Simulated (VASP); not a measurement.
# NaCl (Fm-3m) in VASP: a series of runs, part 2 of 2

VASP 6.6.1. Earlier steps stand in the parts before.

## Step 3: Single point, PBEsol

The input, INCAR:

```
SYSTEM = NaCl
PREC     = Accurate       ! precision mode
ENCUT    = 500            ! plane-wave cutoff, eV
EDIFF    = 1E-6           ! SCF threshold, eV
ISMEAR   = -1             ! smearing method
SIGMA    = 0.03           ! smearing width, eV
LREAL    = .FALSE.        ! projectors in reciprocal space
LASPH    = .TRUE.         ! aspherical terms in the spheres
NELM     = 120            ! most SCF steps
ALGO     = Normal         ! electronic algorithm
ISIF     = 2              ! what is computed and relaxed
LWAVE    = .FALSE.        ! write WAVECAR
LCHARG   = .FALSE.        ! write CHGCAR
GGA      = PS             ! functional
NBANDS   = 14             ! bands
GGA_COMPAT= .FALSE.
```

The input, KPOINTS:

```
Automatic mesh
0
G
  8 8 8
  0 0 0
```

The input, POSCAR:

```
NaCl
1.0
    0.0000000000      2.8317500000      2.8317500000
    2.8317500000      0.0000000000      2.8317500000
    2.8317500000      2.8317500000      0.0000000000
Na Cl
1 1
Direct
    0.0000000000      0.0000000000      0.0000000000
    0.5000000000      0.5000000000      0.5000000000
```

Potentials or basis: VASP PAW PBE potentials, release 64 (Na_pv, Cl).

The run is started by

```bash
> cat potpaw_PBE.64/Na_pv/POTCAR potpaw_PBE.64/Cl/POTCAR > POTCAR
> mpirun -np 1 vasp_std > vasp.out
```

OUTCAR:

```text
SYSTEM = NaCl
   PREC = Accurate
   ENCUT = 500
   EDIFF = 1E-6
   ISMEAR = -1
   LREAL = .FALSE.
   LASPH = .TRUE.
   NELM = 120
   ISIF = 2
   GGA = PS

 ion  position               nearest neighbor table
   1  0.000  0.000  0.000-
   2  0.500  0.500  0.500-

  LATTYP: Found a face centered cubic cell.
 ALAT       =     5.6635000000

  Lattice vectors:

 A1 = (   0.0000000000,   2.8317500000,   2.8317500000)
 A2 = (   2.8317500000,   0.0000000000,   2.8317500000)
[... 591 lines left out ...]
 [... further k-points ...]

------------------------ aborting loop because EDIFF is reached ----------------------------------------

  FORCE on cell =-STRESS in cart. coord.  units (eV):
  Direction    XX          YY          ZZ          XY          YZ          ZX
  --------------------------------------------------------------------------------------
  -------------------------------------------------------------------------------------
  Total       -0.2247160     -0.2247160     -0.2247160      0.0000000      0.0000000      0.0000000
  in kB       -7.9277488     -7.9277488     -7.9277488      0.0000000      0.0000000      0.0000000
  external PRESSURE =      -7.9277488 kB  Pullay stress =       0.0000000 kB

 VOLUME and BASIS-vectors are now :
 -----------------------------------------------------------------------------
  energy-cutoff  :      500.00
  volume of cell :       45.41
      direct lattice vectors                 reciprocal lattice vectors
     0.000000000  2.831750000  2.831750000    -0.176569259  0.176569259  0.176569259
     2.831750000  0.000000000  2.831750000     0.176569259 -0.176569259  0.176569259
     2.831750000  2.831750000  0.000000000     0.176569259  0.176569259 -0.176569259

 POSITION                                       TOTAL-FORCE (eV/Angst)
 -----------------------------------------------------------------------------------
      0.00000      0.00000      0.00000         0.000000     -0.000000     -0.000000
      2.83175      2.83175      2.83175        -0.000000      0.000000      0.000000
 -----------------------------------------------------------------------------------
    total drift:                               -0.000000      0.000000      0.000000

  FREE ENERGIE OF THE ION-ELECTRON SYSTEM (eV)
  ---------------------------------------------------
  free  energy   TOTEN  =        -6.9950643549 eV

  energy  without entropy=       -6.9950643549  energy(sigma->0) =       -6.99506435
```

stdout:

```text
POSCAR found type information on POSCAR NaCl
 POSCAR found :  2 types and       2 ions
 scaLAPACK will be used
 -----------------------------------------------------------------------------
|                                                                             |
|                                                                             |
|     You enforced a specific xc type in the INCAR file but a different       |
|     I HOPE YOU KNOW WHAT YOU ARE DOING!                                     |
|                                                                             |
 -----------------------------------------------------------------------------

 LDA part: xc-table for (Slater+PW92), standard interpolation
 POSCAR, INCAR and KPOINTS ok, starting setup
 FFT: planning ... GRIDC
 FFT: planning ... GRID_SOFT
 FFT: planning ... GRID
 WAVECAR not read
 entering main loop
```

It took 16 s on 1 thread of Intel Xeon Platinum 8259CL at 2.50GHz (Skylake/Cascade Lake), shared host; peak memory 0.16 GiB.

What came out:

* Free energy: -6.9951 eV
* Pressure: -0.8 GPa
* Band gap on the k mesh: 4.89 eV

Caveat: the PAW data sets were made with another functional, which shifts forces and pressure a little. A k mesh can miss the band edges.

## Step 4: Single point, r2SCAN

POSCAR is that of step 3.

The input, INCAR.step1:

```
ALGO = Normal
EDIFF = 1E-5
ENCUT = 550
GGA = PE
GGA_COMPAT = F
ISMEAR = -1
LASPH = T
LCHARG = F
LREAL = F
LWAVE = T
NBANDS = 14
NELM = 120
PREC = Accurate
SIGMA = 0.03
```

The input, INCAR.step2:

```
ALGO = Normal
EDIFF = 1E-6
ENCUT = 550
GGA_COMPAT = F
ISIF = 2
ISMEAR = -1
ISTART = 1
LASPH = T
LCHARG = F
LMIXTAU = T
LREAL = F
LWAVE = F
METAGGA = R2SCAN
NBANDS = 14
NELM = 120
PREC = Accurate
SIGMA = 0.03
```

The input, KPOINTS:

```
k-points
0
Gamma
  8 8 8
```

The run is started by

```bash
> cat potpaw_PBE.64/Na_pv/POTCAR potpaw_PBE.64/Cl/POTCAR > POTCAR
> cp INCAR.step1 INCAR
> mpirun -np 1 vasp_std > vasp.out
> cp INCAR.step2 INCAR
> mpirun -np 1 vasp_std > vasp.out
```

Run time: 48 s. Hardware: 1 thread of Intel Xeon Platinum 8259CL at 2.50GHz (Skylake/Cascade Lake), shared host; peak memory 0.18 GiB.

Results (log left out):

```
Free energy            : -13.7855 eV
Pressure               : -1.0 GPa
Band gap on the k mesh : 5.87 eV
```

Levels at points of the mesh, in eV from the valence-band top:
```csv
k point,band 5,band 6,band 7,band 8,band 9,band 10
"(0.00, 0.00, 0.00)",0.00,0.00,0.00,5.87,11.75,11.75
"(0.50, 0.00, 0.00)",-1.88,-0.27,-0.27,7.92,11.51,11.74
"(0.50, 0.50, 0.00)",-1.65,-0.59,-0.59,8.41,8.62,12.11
```

Caveat: the PAW data sets were made with another functional, which shifts forces and pressure a little.

## Step 5: Summary

```csv
level,potentials or basis,cutoff (eV),gap on the mesh (eV),pressure (GPa)
LDA,"VASP PAW LDA potentials, release 64 (Na_pv, Cl)",500,4.65,-2.7
PBEsol,"VASP PAW PBE potentials, release 64 (Na_pv, Cl)",500,4.89,-0.8
r2SCAN,"VASP PAW PBE potentials, release 64 (Na_pv, Cl)",550,5.87,-1.0
```

Alike in all rows: task single point; no spin polarisation; cell as given; k mesh 8 × 8 × 8; smearing fermi-dirac 0.03 eV.

Caveats: the PAW data sets were made with another functional, which shifts forces and pressure a little (at least some runs).

Total energies depend on the potentials used, so only differences within one code and one set of settings carry meaning.
